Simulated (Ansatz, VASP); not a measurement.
# BaC2 in VASP and in Ansatz

```
CELL_PARAMETERS angstrom
-2.09334 2.09334 3.81622
2.09334 -2.09334 3.81622
2.09334 2.09334 -3.81622
ATOMIC_POSITIONS crystal
Ba 0.00000 0.00000 0.00000
C 0.58701 0.58701 0.00000
C 0.41299 0.41299 0.00000
```

Change from the starting cell: strain -0.050 along x and y, +0.050 along z, atoms carried along.

Alike in both runs: task single point; functional LDA; k mesh 10 × 10 × 10; occupations gaussian, width 0.05 eV; no spin polarisation.

```csv
,VASP,Ansatz
version,VASP 6.6.1,Ansatz 0.2.0
potentials or method,"VASP PAW LDA potentials, release 64 (Ba_sv, C), cutoff 520 eV","scalar-relativistic, plane waves, PAW"
valence electrons in the cell,18,18
```

Ansatz gave:

```
gap on the k mesh at the Fermi level (eV)                     : 1.19
least direct gap on the mesh (eV)                             : 1.78
pressure (GPa)                                                : -5.9
traceless stress, the component that is largest in VASP (GPa) : -14.58
rms of the force components (eV/Å)                            : 2.068
```

Question: What did VASP give for the same quantities?

Answer: gap on the k mesh at the Fermi level (eV): 1.16; least direct gap on the mesh (eV): 1.75; pressure (GPa): -5.1; traceless stress, the component that is largest in VASP (GPa): -14.70; rms of the force components (eV/Å): 2.032.

LDA's correlation is that of Perdew and Zunger in VASP and of Perdew and Wang (1992) in Ansatz. Atom by atom the forces differ by 0.036 eV/Å (rms over components).

Neither program's run includes spin-orbit coupling.
